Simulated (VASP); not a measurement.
A run of VASP 6.6.1 is set up as follows.

INCAR

```
ALGO = Normal
EDIFF = 1E-7
ENCUT = 520
GGA = RP
ISIF = 2
ISMEAR = -1
LASPH = T
LCHARG = F
LREAL = F
LWAVE = F
NBANDS = 28
NELM = 100
PREC = Accurate
SIGMA = 0.1
```

The input KPOINTS:

```
k-points
0
Gamma
  14 14 4
```

The input POSCAR:

```
Pt
1.0
    2.8794772578      0.0000000000      0.0000000000
   -1.4397386289      2.4937004549      0.0000000000
    0.0000000000      0.0000000000      9.6197498439
Pt
4
Direct
    1.0000000000      1.0000000000      0.0000000000
    1.0000000000      0.0000000000      0.5000000000
    0.3333333333      0.6666666667      0.2500000000
    0.6666666667      0.3333333333      0.7500000000
```

Potentials or basis: VASP PAW PBE potentials, release 64 (Pt).

Run with:

```sh
$ cat potpaw_PBE.64/Pt/POTCAR > POTCAR
$ mpirun -np 1 vasp_std > vasp.out
```

(1) Predict the band gap on the k mesh.

(2) Estimate the pressure.

Results:

(1) zero (bands 20 and 21 overlap by 1.08 eV).

(2) -14.4 GPa.

Caveat: the cell stands under tension; the PAW data sets were made with another functional, which shifts forces and pressure a little; spin-orbit coupling is left out, which moves the levels of the heavy elements.
